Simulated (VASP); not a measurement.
Wanted: the native input for a VASP 6.6.1 run.

* Task: single point
* Functional: r2SCAN
* Potentials or basis: VASP PAW PBE potentials, release 64 (Zr_sv, Al, Pd)
* Cutoff: 520 eV
* k mesh: 8 × 8 × 8
* Occupations: gaussian, width 0.1 eV
* Spin: no spin polarisation
* Dipole correction: no
* Further INCAR settings: ALGO = Normal; EDIFF = 1e-07; NBANDS = 30

The system is ZrAlPd3.

```xyz
5
Lattice="4.5037 0.0000 0.0000 0.0000 4.5037 0.0000 0.0000 0.0000 4.5037" Properties=species:S:1:pos:R:3 pbc="T T T"
Zr    0.0000    0.0000    0.0000
Al    2.2519    2.2519    2.2519
Pd    0.0000    2.2519    2.2519
Pd    2.2519    0.0000    2.2519
Pd    2.2519    2.2519    0.0000
```

The input as run:

POSCAR

```
ZrAlPd3
1.0
    4.5037101201      0.0000000000      0.0000000000
    0.0000000000      4.5037101201      0.0000000000
    0.0000000000      0.0000000000      4.5037101201
Zr Al Pd
1 1 3
Direct
    0.0000000000      0.0000000000      0.0000000000
    0.5000000000      0.5000000000      0.5000000000
    0.0000000000      0.5000000000      0.5000000000
    0.5000000000      0.0000000000      0.5000000000
    0.5000000000      0.5000000000      0.0000000000
```

INCAR.step1

```
SYSTEM = ZrAlPd3
PREC = Accurate
ENCUT = 520
ISMEAR = 0
SIGMA = 0.1
LREAL = .False.
LASPH = .True.
NELM = 80
NBANDS = 30
GGA = PE
ALGO = Normal
EDIFF = 1E-4
LWAVE = .True.
LCHARG = .False.
```

INCAR.step2

```
SYSTEM = ZrAlPd3
PREC = Accurate
ENCUT = 520
EDIFF = 1E-7
ISMEAR = 0
SIGMA = 0.1
LREAL = .False.
LASPH = .True.
NELM = 80
ALGO = Normal
ISIF = 2
LWAVE = .False.
LCHARG = .False.
METAGGA = R2SCAN
LMIXTAU = .True.
NBANDS = 30
ISTART = 1
```

KPOINTS

```
regular mesh
0
Gamma
  8 8 8
  0 0 0
```

Potentials or basis: VASP PAW PBE potentials, release 64 (Zr_sv, Al, Pd).

Launch:

```bash
$ cat potpaw_PBE.64/Zr_sv/POTCAR potpaw_PBE.64/Al/POTCAR potpaw_PBE.64/Pd/POTCAR > POTCAR
$ cp INCAR.step1 INCAR
$ mpirun -np 1 vasp_std > vasp.out
$ cp INCAR.step2 INCAR
$ mpirun -np 1 vasp_std > vasp.out
```

Results of the run:

```yaml
Pressure: 0.2 GPa
Band_gap_on_the_k_mesh: zero (an odd number of electrons rules out a gap without spin polarisation)
```

Caveat: the PAW data sets were made with another functional, which shifts forces and pressure a little.

Run time: 2.5 min on 1 thread of Intel(R) Xeon(R) 6975P-C (Granite Rapids), with other jobs on the host, peak memory 0.27 GiB.
